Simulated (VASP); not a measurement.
Crystal: Si.

```
Si
1.0
     3.92091    0.00000    0.00000
     0.00000    3.92091    0.00000
     0.00000    0.00000    5.34322
Si
4
Cartesian
  0.0000 0.0000 0.0000
  1.9605 0.0000 1.3358
  1.9605 1.9605 2.6716
  0.0000 1.9605 4.0074
```

Base run:

```yaml
Program: VASP 6.6.1
Functional: PBEsol
Potentials_or_basis: VASP PAW PBE potentials, release 64 (Si)
Cutoff: 520 eV
k_mesh: 8 × 8 × 6
Occupations: gaussian, width 0.01 eV
Spin: no spin polarisation
```

Its results: band gap on the k mesh 0.12 eV; pressure -2.1 GPa.

The run is repeated on the same cell with these changes: functional from PBEsol to r2SCAN. What comes out?

Band gap on the k mesh 0.41 eV; pressure -1.9 GPa.

r2SCAN gives the wider gap, since meta-GGAs in the generalised Kohn-Sham scheme recover part of the derivative discontinuity.

Caveats: the PAW data sets were made with another functional, which shifts forces and pressure a little.

A k mesh can miss the band edges.
